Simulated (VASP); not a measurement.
Write the native input for VASP 6.6.1 that does the following.

- Task: single point
- Functional: r2SCAN
- Potentials or basis: VASP PAW PBE potentials, release 64 (Ce, O)
- Cutoff: 520 eV
- k mesh: 8 × 8 × 8
- Occupations: gaussian, width 0.05 eV
- Spin: no spin polarisation
- Dipole correction: no
- Further INCAR settings: ALGO = Normal; EDIFF = 1e-07; NBANDS = 19

CeO2:

```
Ce O
1.0
     0.00000    2.68194    2.68194
     2.68194    0.00000    2.68194
     2.68194    2.68194    0.00000
Ce O
1 2
Direct
  0.00000 0.00000 0.00000
  0.25000 0.25000 0.25000
  0.75000 0.75000 0.75000
```

These files were run (other wordings do the same):

POSCAR

```
CeO2
1.0
    0.0000000000      2.6819398187      2.6819398187
    2.6819398187      0.0000000000      2.6819398187
    2.6819398187      2.6819398187      0.0000000000
Ce O
1 2
Direct
    0.0000000000      0.0000000000      0.0000000000
    0.2500000000      0.2500000000      0.2500000000
    0.7500000000      0.7500000000      0.7500000000
```

INCAR.step1

```
ALGO     = Normal         # electronic algorithm
EDIFF    = 1E-4           # SCF threshold, eV
ENCUT    = 520            # plane-wave cutoff, eV
GGA      = PE             # functional
ISMEAR   = 0              # smearing method
LASPH    = True           # aspherical terms in the spheres
LCHARG   = False          # write CHGCAR
LREAL    = False          # projectors in reciprocal space
LWAVE    = True           # write WAVECAR
NBANDS   = 19             # bands
NELM     = 60             # most SCF steps
PREC     = Accurate       # precision mode
SIGMA    = 0.05           # smearing width, eV
```

INCAR.step2

```
ALGO     = Normal         # electronic algorithm
EDIFF    = 1E-7           # SCF threshold, eV
ENCUT    = 520            # plane-wave cutoff, eV
ISIF     = 2              # what is computed and relaxed
ISMEAR   = 0              # smearing method
ISTART   = 1            
LASPH    = True           # aspherical terms in the spheres
LCHARG   = True           # write CHGCAR
LELF     = True           # ELF
LMIXTAU  = True         
LREAL    = False          # projectors in reciprocal space
LVHAR    = True         
LWAVE    = False          # write WAVECAR
METAGGA  = R2SCAN         # meta-GGA
NBANDS   = 19             # bands
NELM     = 60             # most SCF steps
PREC     = Accurate       # precision mode
SIGMA    = 0.05           # smearing width, eV
```

KPOINTS

```
k-points
0
Gamma
  8 8 8
```

Potentials or basis: VASP PAW PBE potentials, release 64 (Ce, O).

Run with:

```console
$ cat potpaw_PBE.64/Ce/POTCAR potpaw_PBE.64/O/POTCAR > POTCAR
$ cp INCAR.step1 INCAR
$ mpirun -np 1 vasp_std > vasp.out
$ cp INCAR.step2 INCAR
$ mpirun -np 1 vasp_std > vasp.out
```

It gave:

- Pressure: 8.3 GPa
- Band gap on the k mesh: 2.30 eV (least direct gap 2.44 eV)

Caveat: the cell stands under pressure; the PAW data sets were made with another functional, which shifts forces and pressure a little; spin-orbit coupling is left out, which moves the levels of the heavy elements.

Wall time 3.1 min on 1 thread of Intel(R) Xeon(R) Platinum 8375C CPU @ 2.90GHz (Ice Lake), with other jobs on the host, peak memory 0.19 GiB.
